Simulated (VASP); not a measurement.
# Pd (Im-3m) in VASP: single point with r2SCAN

Aim: the single point of Pd with r2SCAN.

Everything below comes from runs of VASP 6.6.1. Logs are shortened: lines on timing, memory, paths and dates and some standing lists are left out, and cuts for length are marked.

## (1) The cell of the first run

Symmetry: Im-3m, No. 229, cubic system. The conventional cell has a = 3.111 Å, b = 3.111 Å, c = 3.111 Å, α = 90.00°, β = 90.00°, γ = 90.00°. Within 3.6 Å of Pd (site symmetry m-3m) lie 14 Pd at 2.69 to 3.11 Å.

This isn't the form of Pd at room conditions, which is fcc.

## (2) Single point, r2SCAN

The input, POSCAR:

```
Pd
1.0
   -1.5557489671      1.5557489671      1.5557489671
    1.5557489671     -1.5557489671      1.5557489671
    1.5557489671      1.5557489671     -1.5557489671
Pd
1
Direct
    0.0000000000      0.0000000000      0.0000000000
```

The input, INCAR.step1:

```
  PREC = Accurate
  ENCUT = 550
  ISMEAR = 0
  SIGMA = 0.1
  LREAL = False
  LASPH = True
  NELM = 120
  NBANDS = 11
  GGA = PE
  ALGO = Normal
  EDIFF = 1E-5
  LWAVE = True
  LCHARG = False
  GGA_COMPAT = False
```

The input, INCAR.step2:

```
  PREC = Accurate
  ENCUT = 550
  EDIFF = 1E-6
  ISMEAR = 0
  SIGMA = 0.1
  LREAL = False
  LASPH = True
  NELM = 120
  ALGO = Normal
  ISIF = 2
  LWAVE = False
  LCHARG = False
  METAGGA = R2SCAN
  LMIXTAU = True
  NBANDS = 11
  ISTART = 1
  GGA_COMPAT = False
```

The input, KPOINTS:

```
regular mesh
0
Gamma
  18 18 18
```

Potentials or basis: VASP PAW PBE potentials, release 64 (Pd).

The run is started by

```sh
$ cat potpaw_PBE.64/Pd/POTCAR > POTCAR
$ cp INCAR.step1 INCAR
$ mpirun -np 1 vasp_std > vasp.out
$ cp INCAR.step2 INCAR
$ mpirun -np 1 vasp_std > vasp.out
```

OUTCAR:

```text
PREC = Accurate
   ENCUT = 550
   EDIFF = 1E-6
   ISMEAR = 0
   LREAL = False
   LASPH = True
   NELM = 120
   ISIF = 2
   METAGGA = R2SCAN
   ISTART = 1

 ion  position               nearest neighbor table
   1  0.000  0.000  0.000-

  LATTYP: Found a body centered cubic cell.
 ALAT       =     3.1114979342

  Lattice vectors:

 A1 = (  -1.5557489671,   1.5557489671,   1.5557489671)
 A2 = (   1.5557489671,  -1.5557489671,   1.5557489671)
 A3 = (   1.5557489671,   1.5557489671,  -1.5557489671)

Analysis of symmetry for initial positions (statically):
=====================================================================
 Subroutine PRICEL returns:
 Original cell was already a primitive cell.

 Routine SETGRP: Setting up the symmetry group for a
 body centered cubic supercell.

 Subroutine GETGRP returns: Found 48 space group operations
 (whereof 48 operations were pure point group operations)
 out of a pool of 48 trial point group operations.

The static configuration has the point symmetry O_h .

Analysis of symmetry for dynamics (positions and initial velocities):
=====================================================================
 Subroutine PRICEL returns:
 Original cell was already a primitive cell.

 Routine SETGRP: Setting up the symmetry group for a
 body centered cubic supercell.

 Subroutine GETGRP returns: Found 48 space group operations
 (whereof 48 operations were pure point group operations)
 out of a pool of 48 trial point group operations.

The dynamic configuration has the point symmetry O_h .

 Subroutine INISYM returns: Found 48 space group operations
 (whereof 48 operations are pure point group operations),
 and found     1 'primitive' translations

----------------------------------------------------------------------------------------

                                     Primitive cell

  volume of cell :      15.0619

  direct lattice vectors                    reciprocal lattice vectors
    -1.555748967  1.555748967  1.555748967     0.000000000  0.321388611  0.321388611
     1.555748967 -1.555748967  1.555748967     0.321388611  0.000000000  0.321388611
     1.555748967  1.555748967 -1.555748967     0.321388611  0.321388611  0.000000000

  length of vectors
     2.694636255  2.694636255  2.694636255     0.454512133  0.454512133  0.454512133

  position of ions in fractional coordinates (direct lattice)
     0.000000000  0.000000000  0.000000000

  ion indices of the primitive-cell ions
   primitive index   ion index
                 1           1

----------------------------------------------------------------------------------------

 KPOINTS: regular mesh

Automatic generation of k-mesh.
 Grid dimensions read from file:
 generate k-points for:   18   18   18

 Generating k-lattice:

  Cartesian coordinates                     Fractional coordinates (reciprocal lattice)
     0.000000000  0.017854923  0.017854923     0.055555556  0.000000000  0.000000000
     0.017854923  0.000000000  0.017854923     0.000000000  0.055555556  0.000000000
     0.017854923  0.017854923  0.000000000     0.000000000  0.000000000  0.055555556

  Length of vectors
     0.025250674  0.025250674  0.025250674

  Shift w.r.t. Gamma in fractional coordinates (k-lattice)
     0.000000000  0.000000000  0.000000000

 Subroutine IBZKPT returns following result:
 ===========================================

 Found    195 irreducible k-points:

 Following reciprocal coordinates:
            Coordinates               Weight
  0.000000  0.000000  0.000000      1.000000
  0.055556  0.000000  0.000000     12.000000
  0.111111  0.000000  0.000000     12.000000
  0.166667  0.000000  0.000000     12.000000
  0.222222  0.000000  0.000000     12.000000
  0.277778  0.000000  0.000000     12.000000
[... 16 lines left out ...]
  0.333333  0.111111 -0.000000     48.000000
  0.388889  0.111111 -0.000000     48.000000
 [... further k-points ...]
   k-points           NKPTS =    195   k-points in BZ     NKDIM =    195   number of bands    NBANDS=     11
   number of dos      NEDOS =    301   number of ions     NIONS =      1
   total plane-waves  NPLWV =  13824
   dimension x,y,z NGX =    24 NGY =   24 NGZ =   24
   dimension x,y,z NGXF=    48 NGYF=   48 NGZF=   48
   ions per type =               1
   NGX,Y,Z   is equivalent  to a cutoff of  14.81, 14.81, 14.81 a.u.
   NGXF,Y,Z  is equivalent  to a cutoff of  29.61, 29.61, 29.61 a.u.
 SYSTEM =  unknown system
   PREC   = accura    normal or accurate (medium, high low for compatibility)
   ISTART =      1    job   : 0-new  1-cont  2-samecut
   ICHARG =      0    charge: 1-file 2-atom 10-const
   ISPIN  =      1    spin polarized calculation?
   LNONCOLLINEAR =      F non collinear calculations
   LSORBIT =      F    spin-orbit coupling
   LASPH  =      T    aspherical Exc in radial PAW
   ENCUT  =  550.0 eV  40.42 Ry    6.36 a.u.   5.15  5.15  5.15*2*pi/ulx,y,z
   NELM   =    120;   NELMIN=  2; NELMDL=  0     # of ELM steps
   EDIFF  = 0.1E-05   stopping-criterion for ELM
   LREAL  =      F    real-space projection
   EDIFFG = 0.1E-04   stopping-criterion for IOM
   NSW    =      0    number of steps for IOM
   IBRION =     -1    ionic relax: 0-MD 1-quasi-New 2-CG
   NFREE  =      0    steps in history (QN), initial steepest desc. (CG)
   ISIF   =      2    stress and relaxation
   ISYM   =      2    0-nonsym 1-usesym 2-fastsym
   POTIM  = 0.5000    time-step for ionic-motion
   TEBEG  =    0.0;   TEEND  =   0.0 temperature during run
   PSTRESS=    0.0 pullay stress
   NELECT =      10.0000    total number of electrons
   NUPDOWN=      -1.0000    fix difference up-down
   EMIN   =  10.00;   EMAX   =-10.00  energy-range for DOS
   EFERMI =   0.00;   METHOD = LEGACY
   ISMEAR =     0;   SIGMA  =   0.10  broadening in eV -4-tet -1-fermi 0-gaus
   EFERMI_NEDOS =   21; number of points for ismear=-14 and -15
   IALGO  =     38    algorithm
   IMIX   =      4    mixing-type and parameters
     AMIX     =   0.40;   BMIX     =  1.00
     AMIX_MAG =   1.60;   BMIX_MAG =  1.00
  volume/ion in A,a.u.               =      15.06       101.64
  Fermi-wavevector in a.u.,A,eV,Ry     =   1.428177  2.698863 27.751654  2.039689
  Thomas-Fermi vector in A             =   2.548267
   LORBIT       =      0    0 simple, 1 ext, 2 COOP (PROOUT), +10 PAW based schemes
   METAGGA = R2SCAN    functional components
   LHFCALC =     F    Hartree Fock is set to
   AEXX    =    0.0000 exact exchange contribution
   IVDW    =     0    specifies the selected vdW correction
   LEPSILON=     F    determine dielectric tensor
   LRPA    =     F    only Hartree local field effects (RPA)
 non-spin polarized calculation
 Gauss-broadening in eV      SIGMA  =   0.10
  energy-cutoff  :      550.00
  volume of cell :       15.06
 maximum number of plane-waves:       466
 NGX is ok and might be reduce to    24
   NGX = 11   NGY = 11   NGZ = 11

 number of electron      10.0000001 magnetization

 Free energy of the ion-electron system (eV)
  ---------------------------------------------------
  ext. energy  EPLUGINS =         0.00000000
  ---------------------------------------------------
  free energy    TOTEN  =       -22.91071547 eV

  energy without entropy =      -22.90449162  energy(sigma->0) =      -22.90760354

 E-fermi :   9.2800     XC(G=0): -13.9621

 val. band max:        9.2657216533   @ k =  -0.4444  -0.4444   0.3333
 cond. band min:       9.2854891163   @ k =   0.5000   0.5000   0.4444
 fundamental gap:      0.0197674630
 Fermi energy:         9.2799898950

 k-point     1 :       0.0000    0.0000    0.0000
  band No.  band energies     occupation
      1       2.2603      2.00000
      2       6.3131      2.00000
      3       6.3131      2.00000
      4       6.3131      2.00000
      5       8.2552      2.00000
      6       8.2552      2.00000
      7      29.5806      0.00000
      8      29.5806      0.00000
      9      29.5806      0.00000
     10      31.9281      0.00000
     11      38.1543      0.00000

 k-point     2 :       0.0556    0.0000    0.0000
  band No.  band energies     occupation
      1       2.3813      2.00000
      2       6.2728      2.00000
      3       6.3155      2.00000
      4       6.3985      2.00000
      5       8.2076      2.00000
      6       8.2581      2.00000
      7      29.4987      0.00000
      8      29.5987      0.00000
      9      29.7224      0.00000
     10      31.9250      0.00000
     11      36.8681      0.00000

 k-point     3 :       0.1111    0.0000    0.0000
  band No.  band energies     occupation
      1       2.7308      2.00000
      2       6.1584      2.00000
      3       6.3204      2.00000
      4       6.6496      2.00000
      5       8.0928      2.00000
      6       8.2679      2.00000
      7      29.1116      0.00000
      8      29.5501      0.00000
      9      30.1325      0.00000
     10      31.9145      0.00000
     11      35.5492      0.00000

 k-point     4 :       0.1667    0.0000    0.0000
  band No.  band energies     occupation
      1       3.2559      2.00000
      2       5.9877      2.00000
      3       6.3406      2.00000
      4       7.0509      2.00000
      5       7.9796      2.00000
      6       8.2866      2.00000
      7      28.0965      0.00000
      8      29.1747      0.00000
      9      30.7655      0.00000
     10      31.8995      0.00000
     11      35.0003      0.00000
[... 239 lines left out ...]
 k-point    22 :       0.2778    0.1111    0.0000
  band No.  band energies     occupation
      1       4.4973      2.00000
      2       5.4588      2.00000
      3       7.0079      2.00000
      4       7.9652      2.00000
      5       8.5423      2.00000
      6       9.7947      0.00000
      7      22.1416      0.00000
      8      25.7555      0.00000
      9      28.7117      0.00000
     10      31.9405      0.00000
     11      32.9712      0.00000

 k-point    23 :       0.3333    0.1111   -0.0000
  band No.  band energies     occupation
      1       4.3866      2.00000
      2       5.3194      2.00000
      3       7.5634      2.00000
      4       8.1127      2.00000
      5       8.7320      2.00000
      6      10.8596      0.00000
      7      20.0068      0.00000
      8      25.0904      0.00000
      9      27.7524      0.00000
     10      31.9350      0.00000
     11      33.6545      0.00000

 k-point    24 :       0.3889    0.1111   -0.0000
  band No.  band energies     occupation
      1       4.2804      2.00000
      2       5.2329      2.00000
      3       7.8625      2.00000
      4       8.1729      2.00000
      5       9.0281      1.99963
      6      11.9439      0.00000
      7      18.2438      0.00000
      8      24.6511      0.00000
      9      27.1227      0.00000
     10      31.9321      0.00000
     11      34.1516      0.00000

 [... further k-points ...]
[... 5 lines left out ...]
  --------------------------------------------------------------------------------------
  -------------------------------------------------------------------------------------
  Total        0.0147824      0.0147824      0.0147824      0.0000000     -0.0000000      0.0000000
  in kB        1.5724511      1.5724511      1.5724511      0.0000000     -0.0000000      0.0000000
  external PRESSURE =       1.5724511 kB  Pullay stress =       0.0000000 kB

 VOLUME and BASIS-vectors are now :
 -----------------------------------------------------------------------------
  energy-cutoff  :      550.00
  volume of cell :       15.06
      direct lattice vectors                 reciprocal lattice vectors
    -1.555748967  1.555748967  1.555748967     0.000000000  0.321388611  0.321388611
     1.555748967 -1.555748967  1.555748967     0.321388611  0.000000000  0.321388611
     1.555748967  1.555748967 -1.555748967     0.321388611  0.321388611  0.000000000

 POSITION                                       TOTAL-FORCE (eV/Angst)
 -----------------------------------------------------------------------------------
      0.00000      0.00000      0.00000        -0.000000      0.000000     -0.000000
 -----------------------------------------------------------------------------------
    total drift:                               -0.000000      0.000000      0.000000

  FREE ENERGIE OF THE ION-ELECTRON SYSTEM (eV)
  ---------------------------------------------------
  free  energy   TOTEN  =       -22.9107154694 eV

  energy  without entropy=      -22.9044916183  energy(sigma->0) =      -22.90760354
```

It took 2.9 min on 1 thread of Intel Xeon 8259CL, shared host; peak memory 0.17 GiB.

What came out:

- Free energy: -22.9107 eV
- Pressure: 0.2 GPa
- Band gap on the k mesh: zero (bands 5 and 6 overlap by 1.72 eV)

Levels at points of the mesh, in eV from the Fermi level:
```csv
k point,band 1,band 2,band 3,band 4,band 5,band 6,band 7,band 8,band 9,band 10
"(0.00, 0.00, 0.00)",-7.02,-2.97,-2.97,-2.97,-1.02,-1.02,20.30,20.30,20.30,22.65
"(0.50, 0.00, 0.00)",-5.29,-4.17,-1.08,-0.79,0.60,1.71,8.19,15.89,18.54,22.62
"(0.50, 0.50, 0.50)",-5.27,-5.27,0.21,0.21,0.21,9.72,9.72,9.72,18.18,18.18
```

Caveat: the PAW data sets were made with another functional, which shifts forces and pressure a little.
